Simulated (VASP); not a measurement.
Wanted: the native input for a VASP 6.6.1 run.

```
Task                   : single point
Functional             : r2SCAN
Potentials or basis    : VASP PAW PBE potentials, release 64 (Ga_d, N)
Cutoff                 : 520 eV
k mesh                 : 8 × 8 × 8
Occupations            : gaussian, width 0.05 eV
Spin                   : no spin polarisation
Dipole correction      : no
Further INCAR settings : ALGO = Normal; EDIFF = 1e-06; NBANDS = 16
```

Crystal: GaN.

```
Ga N
1.0
     0.00000    2.06406    2.13524
     2.06406    0.00000    2.13524
     2.06406    2.06406    0.00000
Ga N
1 1
Direct
  0.00000 0.00000 0.00000
  0.50000 0.50000 0.50000
```

The input as run:

POSCAR

```
GaN
1.0
    0.0000000000      2.0640605000      2.1352350000
    2.0640605000      0.0000000000      2.1352350000
    2.0640605000      2.0640605000      0.0000000000
Ga N
1 1
Direct
    0.0000000000      0.0000000000      0.0000000000
    0.5000000000      0.5000000000      0.5000000000
```

INCAR.step1

```
PREC     = Accurate       # precision mode
ENCUT    = 520            # plane-wave cutoff, eV
ISMEAR   = 0              # smearing method
SIGMA    = 0.05           # smearing width, eV
LREAL    = F              # projectors in reciprocal space
LASPH    = T              # aspherical terms in the spheres
NELM     = 60             # most SCF steps
NBANDS   = 16             # bands
GGA      = PE             # functional
ALGO     = Normal         # electronic algorithm
EDIFF    = 1E-4           # SCF threshold, eV
LWAVE    = T              # write WAVECAR
LCHARG   = F              # write CHGCAR
```

INCAR.step2

```
PREC     = Accurate       # precision mode
ENCUT    = 520            # plane-wave cutoff, eV
EDIFF    = 1E-6           # SCF threshold, eV
ISMEAR   = 0              # smearing method
SIGMA    = 0.05           # smearing width, eV
LREAL    = F              # projectors in reciprocal space
LASPH    = T              # aspherical terms in the spheres
NELM     = 60             # most SCF steps
ALGO     = Normal         # electronic algorithm
ISIF     = 2              # what is computed and relaxed
LWAVE    = F              # write WAVECAR
LCHARG   = F              # write CHGCAR
METAGGA  = R2SCAN         # meta-GGA
LMIXTAU  = T            
NBANDS   = 16             # bands
ISTART   = 1
```

KPOINTS

```
regular mesh
0
Gamma
  8 8 8
```

Potentials or basis: VASP PAW PBE potentials, release 64 (Ga_d, N).

Run with:

```bash
$ cat potpaw_PBE.64/Ga_d/POTCAR potpaw_PBE.64/N/POTCAR > POTCAR
$ cp INCAR.step1 INCAR
$ mpirun -np 1 vasp_std > vasp.out
$ cp INCAR.step2 INCAR
$ mpirun -np 1 vasp_std > vasp.out
```

It gave:

The pressure is 9.8 GPa and the band gap on the k mesh is 1.20 eV, indirect (least direct gap 3.63 eV).

Caveat: the PAW data sets were made with another functional, which shifts forces and pressure a little.

It took 64 s on 1 thread of Intel(R) Xeon(R) Platinum 8259CL CPU @ 2.50GHz (Skylake/Cascade Lake), on a shared host, peak memory 0.15 GiB.
